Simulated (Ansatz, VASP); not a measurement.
**Two plane-wave programs on GaSn2**

```xyz
3
Lattice="-1.9578 1.9578 4.9119 1.9578 -1.9578 4.9119 1.9578 1.9578 -4.9119" Properties=species:S:1:pos:R:3 pbc="T T T"
Ga    0.0000    0.0000    0.0000
Sn    0.0000    0.0000    6.5146
Sn    0.0000    0.0000    3.3091
```

Alike in both runs: functional PBE; k mesh 6 × 6 × 6; occupations gaussian, width 0.1 eV; no spin polarisation.

Ansatz relaxed the structure, and its values are those at the end. VASP's run is a single point on that final structure, the one shown.

```csv
,VASP,Ansatz
version,VASP 6.6.1,Ansatz 0.2.0
potentials or method,"VASP PAW PBE potentials, release 64 (Ga_d, Sn_d), cutoff 520 eV","scalar-relativistic, plane waves, PAW"
valence electrons in the cell,41,41
```

```tsv
	VASP	Ansatz	Ansatz less VASP
gap on the k mesh at the Fermi level (eV)	none	none	-
pressure (GPa)	0.0	0.0	+0.04
```

A gap of «none» marks a metal or a gap that the smearing closes.

The k mesh is coarse, so the values compare programs but aren't converged.
